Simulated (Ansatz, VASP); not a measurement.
# GaBAs2: VASP beside Ansatz

Contents of INCAR:

```
SYSTEM = GaBAs2
PREC = Accurate
ENCUT = 520
EDIFF = 1E-6
ISMEAR = 0
SIGMA = 0.01
LREAL = .False.
LASPH = .True.
NELM = 60
ALGO = Normal
ISIF = 2
LWAVE = .False.
LCHARG = .True.
GGA = PE
LELF = .True.
LVHAR = .True.
NBANDS = 21
```

The input KPOINTS:

```
regular mesh
0
Gamma
  6 6 4
  0 0 0
```

POSCAR

```
GaBAs2
1.0
    3.7272024903      0.0000000000      0.0000000000
    0.0000000000      3.7272024903      0.0000000000
    0.0000000000      0.0000000000      5.4637773197
B As Ga
1 2 1
Direct
    0.0000000000      0.0000000000      0.0000000000
    0.0000000000      0.5000000000      0.2120353895
    0.5000000000      0.0000000000      0.7879646105
    0.5000000000      0.5000000000      0.5000000000
```

Input for Ansatz:

```yaml
crystal:
  lattice:
    - [3.7272024903, 0.0, 0.0]
    - [0.0, 3.7272024903, 0.0]
    - [0.0, 0.0, 5.4637773197]
  atoms:
    - { symbol: B, position: [0.0, 0.0, 0.0] }
    - { symbol: As, position: [0.0, 0.5, 0.2120353895] }
    - { symbol: Ga, position: [0.5, 0.5, 0.5] }
    - { symbol: As, position: [0.5, 0.0, 0.7879646105] }
kpoints:
  mp_grid: { grid: [6, 6, 4] }
hamiltonian:
  xc: pbe
scf:
  occupations: { method: fixed }
  n_extra_bands: 5
output:
  forces: true
  stress: true
  eigenvalues: true
```

Alike in both runs: task single point; functional PBE; k mesh 6 × 6 × 4; no spin polarisation.

|  | VASP | Ansatz |
| --- | --- | --- |
| version | VASP 6.6.1 | Ansatz 0.2.0 |
| potentials or method | VASP PAW PBE potentials, release 64 (B, As, Ga_d) | plane waves, PAW |
| plane-wave cutoff (eV) | 520 | 420 |
| occupations | gaussian, width 0.01 eV | fixed |
| valence electrons in the cell | 26 | 46 |

|  | VASP | Ansatz | Ansatz less VASP |
| --- | --- | --- | --- |
| gap on the k mesh at the Fermi level (eV) | 0.46 | 0.47 | +0.010 |
| pressure (GPa) | -2.2 | -2.4 | -0.22 |
| rms of the force components (eV/Å) | 0.015 | 0.012 | -0.0028 |

VASP's potentials hold 26 valence electrons a cell and Ansatz's 46, so a difference there can come from the potentials and not from the codes.
